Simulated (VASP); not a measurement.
BeTeS4:

```xyz
6
Lattice="0.0000 4.1253 4.1253 4.1253 0.0000 4.1253 4.1253 4.1253 0.0000" Properties=species:S:1:pos:R:3 pbc="T T T"
Be    6.1879    6.1879    6.1879
Te    2.0626    2.0626    2.0626
S     5.3090    7.0667    5.3090
S     5.3090    5.3090    7.0667
S     7.0667    7.0667    7.0667
S     7.0667    5.3090    5.3090
```

The cell was built from a structure type or drawn by symmetry, and may not be a known phase.

```yaml
Program: VASP 6.6.1
Task: relaxation of cell and atoms
Functional: PBE
Potentials_or_basis: VASP PAW PBE potentials, release 64 (Be, Te, S)
Cutoff: 600 eV
k_mesh: 3 × 3 × 3
Occupations: gaussian, width 0.15 eV
Spin: no spin polarisation
```

At the start: pressure 31.0 GPa; volume 23.40 Å³/atom.

Q: How do energy, volume and symmetry change on relaxing?

A: Over 12 steps the energy falls by 1825.8 meV/atom and the volume is 23.59 Å³/atom (+0.8 %); space group F-43m (No. 216, to 0.1 Å) before and after.

The path:
```tsv
step	energy change (eV)	largest force (eV/Å)	pressure (GPa)	volume (Å³)
1	0.0000	15.3087	31.01	140.41
2	-6.0953	0.4556	-5.77	254.00
3	-6.7966	0.5908	-6.61	240.01
4	-7.5688	0.6809	-7.22	226.65
5	-10.0357	0.5133	-5.14	180.10
6	-9.8840	2.0327	-1.27	166.89
7	-10.0843	0.8725	-4.25	175.98
8	-10.0845	0.9756	-3.99	174.97
9	-10.5826	0.9459	-2.80	160.38
10	-10.9278	0.4441	1.20	140.18
11	-10.9522	0.1895	0.31	141.97
12	-10.9548	0.0423	0.49	141.54
```

Final structure:
```
Be Te S
1.0
     0.00000    4.13637    4.13637
     4.13637    0.00000    4.13637
     4.13637    4.13637    0.00000
Be Te S
1 1 4
Direct
  0.75000 0.75000 0.75000
  0.25000 0.25000 0.25000
  0.88922 0.33234 0.88922
  0.88922 0.88922 0.33234
  0.88922 0.88922 0.88922
  0.33234 0.88922 0.88922
```

Caveat: the k points lie up to 0.44 Å⁻¹ apart in the final cell, too coarse for converged energies and pressures of a metal; the relaxation stopped at a loose force limit of 0.08 eV/Å, so its end isn't a converged minimum.
